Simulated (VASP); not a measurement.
Set up this calculation in VASP 6.6.1, as the native input.

```yaml
Task: single point
Functional: PBE
Potentials_or_basis: VASP PAW PBE potentials, release 64 (Ca_sv, Se)
Cutoff: 520 eV
k_mesh: 8 × 8 × 8
Occupations: gaussian, width 0.02 eV
Spin: no spin polarisation
Dipole_correction: no
Further_INCAR_settings: ALGO = Normal; EDIFF = 1e-07; NBANDS = 15
```

The structure of CaSe lies in POSCAR:

```
CaSe
1.0
    0.0000000000      2.9185454131      2.9185454131
    2.9185454131      0.0000000000      2.9185454131
    2.9185454131      2.9185454131      0.0000000000
Ca Se
1 1
Direct
    0.0000000000      0.0000000000      0.0000000000
    0.5000000000      0.5000000000      0.5000000000
```

This cell differs from its parent crystal: volume scaled by 0.94.

The input as run:

INCAR

```
  PREC = Accurate
  ENCUT = 520
  EDIFF = 1E-7
  ISMEAR = 0
  SIGMA = 0.02
  LREAL = False
  LASPH = True
  NELM = 80
  ALGO = Normal
  ISIF = 2
  LWAVE = False
  LCHARG = True
  GGA = PE
  LELF = True
  LVHAR = True
  NBANDS = 15
```

KPOINTS

```
regular mesh
0
Gamma
  8 8 8
```

Potentials or basis: VASP PAW PBE potentials, release 64 (Ca_sv, Se).

Run with:

```sh
$ cat potpaw_PBE.64/Ca_sv/POTCAR potpaw_PBE.64/Se/POTCAR > POTCAR
$ mpirun -np 1 vasp_std > vasp.out
```

Results of the run:

The pressure is 3.5 GPa and the band gap on the k mesh is 1.92 eV, indirect (least direct gap 2.89 eV).

Wall time 12 s on 1 thread of Intel(R) Xeon(R) 6975P-C (Granite Rapids), with other jobs on the host, peak memory 0.18 GiB.
